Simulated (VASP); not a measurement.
# Hg (I4/mmm) in VASP: notebook

The runs below take Hg through single point, with PBE+D3(BJ).

Everything below comes from runs of VASP 6.6.1. Logs are shortened: lines on timing, memory, paths and dates and some standing lists are left out, and cuts for length are marked.

## Step 1: The cell of the first run

Symmetry: I4/mmm, No. 139, tetragonal system. Conventional cell: a = 2.955 Å, b = 2.955 Å, c = 6.269 Å, α = 90.00°, β = 90.00°, γ = 90.00°. Within 3.9 Å of Hg (site symmetry 4/mmm) lie 12 Hg at 2.96 to 3.77 Å.

## Step 2: Single point, PBE+D3(BJ)

The input, INCAR:

```
PREC     = Accurate       # precision mode
ENCUT    = 520            # plane-wave cutoff, eV
EDIFF    = 1E-6           # SCF threshold, eV
ISMEAR   = 0              # smearing method
SIGMA    = 0.15           # smearing width, eV
LREAL    = F              # projectors in reciprocal space
LASPH    = T              # aspherical terms in the spheres
NELM     = 60             # most SCF steps
ALGO     = Fast           # electronic algorithm
ISIF     = 2              # what is computed and relaxed
LWAVE    = F              # write WAVECAR
LCHARG   = F              # write CHGCAR
GGA      = PE             # functional
IVDW     = 12             # dispersion correction
NBANDS   = 12             # bands
```

The input, KPOINTS:

```
regular mesh
0
Gamma
  20 20 20
```

The input, POSCAR:

```
Hg
1.0
    0.0000000000      2.0895270550      3.1342905826
    2.0895270550      0.0000000000      3.1342905826
    2.0895270550      2.0895270550      0.0000000000
Hg
1
Direct
    0.0000000000      0.0000000000      0.0000000000
```

Potentials or basis: VASP PAW PBE potentials, release 64 (Hg).

The run is started by

```
$ cat potpaw_PBE.64/Hg/POTCAR > POTCAR
$ mpirun -np 1 vasp_std > vasp.out
```

OUTCAR:

```text
PREC = Accurate
   ENCUT = 520
   EDIFF = 1E-6
   ISMEAR = 0
   LREAL = F
   LASPH = T
   NELM = 60
   ISIF = 2
   GGA = PE
   IVDW = 12
 IVDW          = 12

 ion  position               nearest neighbor table
   1  0.000  0.000  0.000-

  LATTYP: Found a body centered tetragonal cell.
 ALAT       =     2.9550375001
 C/A-ratio  =     2.1213203436

  Lattice vectors:

 A1 = (  -2.0895270550,   0.0000000000,   3.1342905826)
 A2 = (   2.0895270550,   0.0000000000,   3.1342905826)
 A3 = (   0.0000000000,   2.0895270550,  -3.1342905826)

Analysis of symmetry for initial positions (statically):
=====================================================================
 Subroutine PRICEL returns:
 Original cell was already a primitive cell.

 Routine SETGRP: Setting up the symmetry group for a
 body centered tetragonal supercell.

 Subroutine GETGRP returns: Found 16 space group operations
 (whereof 16 operations were pure point group operations)
 out of a pool of 16 trial point group operations.

The static configuration has the point symmetry D_4h.

Analysis of symmetry for dynamics (positions and initial velocities):
=====================================================================
 Subroutine PRICEL returns:
 Original cell was already a primitive cell.

 Routine SETGRP: Setting up the symmetry group for a
 body centered tetragonal supercell.

 Subroutine GETGRP returns: Found 16 space group operations
 (whereof 16 operations were pure point group operations)
 out of a pool of 16 trial point group operations.

The dynamic configuration has the point symmetry D_4h.

 Subroutine INISYM returns: Found 16 space group operations
 (whereof 16 operations are pure point group operations),
 and found     1 'primitive' translations

----------------------------------------------------------------------------------------

                                     Primitive cell

  volume of cell :      27.3694

  direct lattice vectors                    reciprocal lattice vectors
     0.000000000  2.089527055  3.134290583    -0.239288598  0.239288598  0.159525732
     2.089527055  0.000000000  3.134290583     0.239288598 -0.239288598  0.159525732
     2.089527055  2.089527055  0.000000000     0.239288598  0.239288598 -0.159525732

  length of vectors
     3.766948469  3.766948469  2.955037500     0.374121004  0.374121004  0.374121004

  position of ions in fractional coordinates (direct lattice)
     0.000000000  0.000000000  0.000000000

  ion indices of the primitive-cell ions
[... 82 lines left out ...]
   POTIM  = 0.5000    time-step for ionic-motion
   TEBEG  =    0.0;   TEEND  =   0.0 temperature during run
   PSTRESS=    0.0 pullay stress
   NELECT =      12.0000    total number of electrons
   NUPDOWN=      -1.0000    fix difference up-down
   EMIN   =  10.00;   EMAX   =-10.00  energy-range for DOS
   EFERMI =   0.00;   METHOD = LEGACY
   ISMEAR =     0;   SIGMA  =   0.15  broadening in eV -4-tet -1-fermi 0-gaus
   EFERMI_NEDOS =   21; number of points for ismear=-14 and -15
   IALGO  =     68    algorithm
   IMIX   =      4    mixing-type and parameters
     AMIX     =   0.40;   BMIX     =  1.00
     AMIX_MAG =   1.60;   BMIX_MAG =  1.00
  volume/ion in A,a.u.               =      27.37       184.70
  Fermi-wavevector in a.u.,A,eV,Ry     =   1.243694  2.350241 21.045144  1.546774
  Thomas-Fermi vector in A             =   2.377993
   LORBIT       =      0    0 simple, 1 ext, 2 COOP (PROOUT), +10 PAW based schemes
   GGA     = PE    functional components
   LHFCALC =     F    Hartree Fock is set to
   AEXX    =    0.0000 exact exchange contribution
   IVDW    =    12    specifies the selected vdW correction
   LEPSILON=     F    determine dielectric tensor
   LRPA    =     F    only Hartree local field effects (RPA)
 non-spin polarized calculation
 RMM-DIIS sequential band-by-band and
 Gauss-broadening in eV      SIGMA  =   0.15
  energy-cutoff  :      520.00
  volume of cell :       27.37
 maximum number of plane-waves:       764
   NGX = 13   NGY = 13   NGZ = 11

 number of electron      11.9999999 magnetization

 Free energy of the ion-electron system (eV)
  ---------------------------------------------------
  ext. energy  EPLUGINS =         0.00000000
  ---------------------------------------------------
  free energy    TOTEN  =        -0.13260007 eV

  energy without entropy =       -0.12928552  energy(sigma->0) =       -0.13094280

 E-fermi :   1.8130     XC(G=0): -10.0060

 val. band max:        1.8020543406   @ k =  -0.4000   0.1000   0.3500
 cond. band min:       1.8438799115   @ k =  -0.3000   0.2500   0.0500
 fundamental gap:      0.0418255709
 Fermi energy:         1.8129527736

 k-point     1 :       0.0000    0.0000    0.0000
  band No.  band energies     occupation
      1      -6.5374      2.00000
      2      -6.0959      2.00000
      3      -5.2147      2.00000
      4      -4.4346      2.00000
      5      -4.4346      2.00000
      6      -3.9501      2.00000
      7      10.3886      0.00000
      8      15.1242      0.00000
      9      15.7858      0.00000
     10      15.7858      0.00000
     11      16.5536      0.00000
     12      17.4075      0.00000
[... 331 lines left out ...]
 k-point    24 :      -0.3500    0.0500    0.0000
  band No.  band energies     occupation
      1      -5.9172      2.00000
      2      -5.4075      2.00000
      3      -4.5831      2.00000
      4      -4.3443      2.00000
      5      -4.2218      2.00000
      6      -2.0610      2.00000
      7       3.9170      0.00000
      8       8.4952      0.00000
      9      12.8384      0.00000
     10      17.9443      0.00000
     11      18.1243      0.00000
     12      19.9695      0.00000

 [... further k-points ...]

------------------------ aborting loop because EDIFF is reached ----------------------------------------

 Edisp (eV)   -0.38537

 E8    (eV) :    -0.1759

  FORCE on cell =-STRESS in cart. coord.  units (eV):
  Direction    XX          YY          ZZ          XY          YZ          ZX
  --------------------------------------------------------------------------------------
  -------------------------------------------------------------------------------------
  Total       0.20217     0.20217    -0.44901     0.00000     0.00000     0.00000
  in kB      11.83507    11.83507   -26.28444     0.00000     0.00000     0.00000
  external pressure =       -0.87 kB  Pullay stress =        0.00 kB

 VOLUME and BASIS-vectors are now :
 -----------------------------------------------------------------------------
  energy-cutoff  :      520.00
  volume of cell :       27.37
      direct lattice vectors                 reciprocal lattice vectors
     0.000000000  2.089527055  3.134290583    -0.239288598  0.239288598  0.159525732
     2.089527055  0.000000000  3.134290583     0.239288598 -0.239288598  0.159525732
     2.089527055  2.089527055  0.000000000     0.239288598  0.239288598 -0.159525732

 POSITION                                       TOTAL-FORCE (eV/Angst)
 -----------------------------------------------------------------------------------
      0.00000      0.00000      0.00000         0.000000     -0.000000      0.000000
 -----------------------------------------------------------------------------------
    total drift:                               -0.000000      0.000000     -0.000000

  FREE ENERGIE OF THE ION-ELECTRON SYSTEM (eV)
  ---------------------------------------------------
  free  energy   TOTEN  =        -0.5179655507 eV

  energy  without entropy=       -0.5146509975  energy(sigma->0) =       -0.51630827
```

stdout:

```text
POSCAR found type information on POSCAR Hg
 POSCAR found :  1 types and       1 ions
 scaLAPACK will be used
 LDA part: xc-table for (Slater+PW92), standard interpolation
 POSCAR, INCAR and KPOINTS ok, starting setup
 FFT: planning ... GRIDC
 FFT: planning ... GRID_SOFT
 FFT: planning ... GRID
 WAVECAR not read
 entering main loop
```

Wall time 1.9 min (1 thread of Intel Xeon 8259CL, shared host); peak memory 0.3 GiB.

What came out:

| Property | Result |
| --- | --- |
| Free energy | -0.5180 eV |
| Pressure | -0.1 GPa |
| Band gap on the k mesh | zero (bands 6 and 7 overlap by 4.02 eV) |
| Dispersion energy per atom | -0.385 eV |

Caveat: spin-orbit coupling is left out, which moves the levels of the heavy elements.

## Step 3: Single point, PBE+D3(BJ)

This run uses another cell than the first one, of the same volume but with other edges.

The input, INCAR:

```
ALGO     = Fast           # electronic algorithm
EDIFF    = 1E-7           # SCF threshold, eV
ENCUT    = 520            # plane-wave cutoff, eV
GGA      = PE             # functional
ISIF     = 2              # what is computed and relaxed
ISMEAR   = 0              # smearing method
IVDW     = 12             # dispersion correction
LASPH    = T              # aspherical terms in the spheres
LCHARG   = T              # write CHGCAR
LELF     = T              # ELF
LREAL    = F              # projectors in reciprocal space
LVHAR    = T            
LWAVE    = F              # write WAVECAR
NBANDS   = 12             # bands
NELM     = 100            # most SCF steps
PREC     = Accurate       # precision mode
SIGMA    = 0.15           # smearing width, eV
```

The input, KPOINTS:

```
k-points
0
Gamma
  20 20 20
```

The input, POSCAR:

```
Hg
1.0
    0.0000000000      2.4246813615      2.3276941071
    2.4246813615      0.0000000000      2.3276941071
    2.4246813615      2.4246813615      0.0000000000
Hg
1
Direct
    0.0000000000      0.0000000000      0.0000000000
```

Potentials or basis: VASP PAW PBE potentials, release 64 (Hg).

The run is started by

```
$ cat potpaw_PBE.64/Hg/POTCAR > POTCAR
$ mpirun -np 1 vasp_std > vasp.out
```

It took 2.5 min on 1 thread of Intel Xeon 8259CL, shared host; peak memory 0.3 GiB.

The run converged. Its results:

```yaml
Free_energy: -0.5423 eV
Pressure: -1.1 GPa
Band_gap_on_the_k_mesh: zero (bands 6 and 7 overlap by 1.28 eV)
Dispersion_energy_per_atom: -0.383 eV
```

Stress tensor (GPa, compression positive):
```
-0.82  0.00  0.00
 0.00 -0.82  0.00
 0.00  0.00 -1.66
```

Levels at points of the mesh, in eV from the Fermi level:
| k point | band 3 | band 4 | band 5 | band 6 | band 7 | band 8 | band 9 | band 10 |
| --- | --- | --- | --- | --- | --- | --- | --- | --- |
| (0.00, 0.00, 0.00) | -6.37 | -6.24 | -5.93 | -5.81 | 13.52 | 13.63 | 13.71 | 13.71 |
| (0.50, 0.00, 0.00) | -6.27 | -5.50 | -5.44 | -1.63 | -0.74 | 11.12 | 11.70 | 13.03 |
| (0.50, 0.50, 0.00) | -5.49 | -5.35 | -5.35 | 0.54 | 0.78 | 6.45 | 6.45 | 10.32 |
| (0.50, 0.00, 0.50) | -5.50 | -5.41 | -5.32 | -0.05 | 0.34 | 6.93 | 7.11 | 10.86 |

Caveat: spin-orbit coupling is left out, which moves the levels of the heavy elements.
